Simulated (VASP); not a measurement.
A run of VASP 6.6.1 is set up as follows.

File INCAR:

```
PREC     = Accurate       # precision mode
ENCUT    = 520            # plane-wave cutoff, eV
EDIFF    = 1E-6           # SCF threshold, eV
ISMEAR   = 0              # smearing method
SIGMA    = 0.01           # smearing width, eV
LREAL    = False          # projectors in reciprocal space
LASPH    = True           # aspherical terms in the spheres
NELM     = 100            # most SCF steps
ALGO     = Normal         # electronic algorithm
ISIF     = 2              # what is computed and relaxed
LWAVE    = False          # write WAVECAR
LCHARG   = False          # write CHGCAR
NBANDS   = 14             # bands
```

The input KPOINTS:

```
regular mesh
0
Gamma
  8 8 8
```

File POSCAR:

```
NaCl
1.0
    0.0000000000      2.7321936073      2.7321936073
    2.7321936073      0.0000000000      2.7321936073
    2.7321936073      2.7321936073      0.0000000000
Na Cl
1 1
Direct
    0.0000000000      0.0000000000      0.0000000000
    0.5000000000      0.5000000000      0.5000000000
```

Potentials or basis: VASP PAW LDA potentials, release 64 (Na_pv, Cl).

Run with:

```sh
$ cat potpaw_LDA.64/Na_pv/POTCAR potpaw_LDA.64/Cl/POTCAR > POTCAR
$ mpirun -np 1 vasp_std > vasp.out
```

(1) What does it give for the pressure?

(2) Estimate the band gap on the k mesh.

Answers

(1) 0.0 GPa.

(2) 5.08 eV.
